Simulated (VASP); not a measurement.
# LiF: single point with LDA

Crystal: LiF.

```
CELL_PARAMETERS angstrom
2.57233 0.00000 0.00000
0.00000 2.57233 0.00000
0.00000 0.00000 2.55953
ATOMIC_POSITIONS crystal
Li 0.00000 0.00000 0.00000
F 0.50000 0.50000 0.50000
```

This cell differs from its parent crystal: strain +0.0050 x Voigt [1, 1, 0, 0, 0, 0].

```
Program                : VASP 6.6.1
Task                   : single point
Functional             : LDA
Potentials or basis    : VASP PAW LDA potentials, release 64 (Li_sv, F)
Cutoff                 : 520 eV
k mesh                 : 10 × 10 × 10
Occupations            : gaussian, width 0.05 eV
Spin                   : no spin polarisation
Dipole correction      : no
Further INCAR settings : ALGO = Normal; EDIFF = 1e-06; NBANDS = 12
```

```
Band gap on the k mesh : 7.20 eV (least direct gap 7.86 eV)
```

Levels at points of the mesh, in eV from the valence-band top:
| k point | band 2 | band 3 | band 4 | band 5 | band 6 | band 7 | band 8 | band 9 |
| --- | --- | --- | --- | --- | --- | --- | --- | --- |
| (0.00, 0.00, 0.00) | -20.39 | -0.72 | -0.72 | -0.66 | 7.20 | 18.27 | 18.40 | 20.32 |
| (0.50, 0.00, 0.00) | -19.93 | -3.72 | -0.32 | -0.27 | 8.72 | 13.56 | 19.71 | 19.90 |
| (0.50, 0.50, 0.00) | -19.39 | -3.31 | -3.31 | 0.00 | 12.91 | 13.18 | 13.18 | 18.99 |
| (0.00, 0.00, 0.50) | -19.91 | -3.73 | -0.31 | -0.31 | 8.69 | 13.63 | 19.77 | 19.77 |
| (0.50, 0.00, 0.50) | -19.38 | -3.31 | -3.29 | -0.03 | 12.95 | 13.14 | 13.22 | 18.91 |
| (0.50, 0.50, 0.50) | -18.94 | -2.30 | -2.28 | -2.28 | 10.63 | 10.67 | 10.67 | 23.50 |

It took 18 s on 1 thread of Intel Xeon 8259CL, with other jobs on the host, peak memory 0.13 GiB.

Caveat: the cell differs from its parent crystal (strain +0.0050 x Voigt [1, 1, 0, 0, 0, 0]). A k mesh can miss the band edges.
